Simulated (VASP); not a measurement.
# As2Pt: single point with PBE+D3(BJ)

Crystal: As2Pt.

```xyz
12
Lattice="5.9914 0.0000 0.0000 0.0000 5.9914 0.0000 0.0000 0.0000 5.9914" Properties=species:S:1:pos:R:3 pbc="T T T"
As    2.2962    2.2962    2.2962
As    0.6995    3.6952    5.2920
As    5.2920    0.6995    3.6952
As    3.6952    5.2920    0.6995
As    3.6952    3.6952    3.6952
As    5.2920    2.2962    0.6995
As    0.6995    5.2920    2.2962
As    2.2962    0.6995    5.2920
Pt    0.0000    0.0000    0.0000
Pt    2.9957    0.0000    2.9957
Pt    2.9957    2.9957    0.0000
Pt    0.0000    2.9957    2.9957
```

```
Program                : VASP 6.6.1
Task                   : single point
Functional             : PBE
Dispersion             : D3(BJ)
Potentials or basis    : VASP PAW PBE potentials, release 64 (As, Pt)
Cutoff                 : 500 eV
k mesh                 : 6 × 6 × 6
Occupations            : gaussian, width 0.02 eV
Spin                   : no spin polarisation
Dipole correction      : no
Further INCAR settings : ALGO = Normal; EDIFF = 1e-06; NBANDS = 52
```

```yaml
Pressure: 0.1 GPa
Largest_force: 0.038 eV/Å
Band_gap_on_the_k_mesh: 0.25 eV, indirect (least direct gap 0.97 eV)
Dispersion_energy_per_atom: -0.555 eV
```

Forces on the atoms (eV/Å):
```
As  -0.022 -0.022 -0.022
As   0.022  0.022 -0.022
As  -0.022  0.022  0.022
As   0.022 -0.022  0.022
As   0.022  0.022  0.022
As  -0.022 -0.022  0.022
As   0.022 -0.022 -0.022
As  -0.022  0.022 -0.022
Pt   0.000  0.000  0.000
Pt   0.000  0.000  0.000
Pt   0.000  0.000  0.000
Pt   0.000  0.000  0.000
```

Levels at points of the mesh, in eV from the valence-band top:
| k point | band 37 | band 38 | band 39 | band 40 | band 41 | band 42 | band 43 | band 44 |
| --- | --- | --- | --- | --- | --- | --- | --- | --- |
| (0.00, 0.00, 0.00) | -2.47 | -0.97 | -0.97 | -0.97 | 0.65 | 0.65 | 0.65 | 1.64 |
| (0.50, 0.00, 0.00) | -1.23 | -1.23 | -0.85 | -0.85 | 1.49 | 1.49 | 1.64 | 1.64 |
| (0.50, 0.50, 0.00) | -0.57 | -0.57 | -0.57 | -0.57 | 1.95 | 1.95 | 1.95 | 1.95 |
| (0.50, 0.50, 0.50) | -0.72 | -0.72 | -0.72 | -0.72 | 0.25 | 0.25 | 0.25 | 0.25 |

Wall time 2.5 min on 1 thread of Intel(R) Xeon(R) Platinum 8488C (Sapphire Rapids), on a shared host, peak memory 0.44 GiB.

Caveat: spin-orbit coupling is left out, which moves the levels of the heavy elements. A k mesh can miss the band edges.
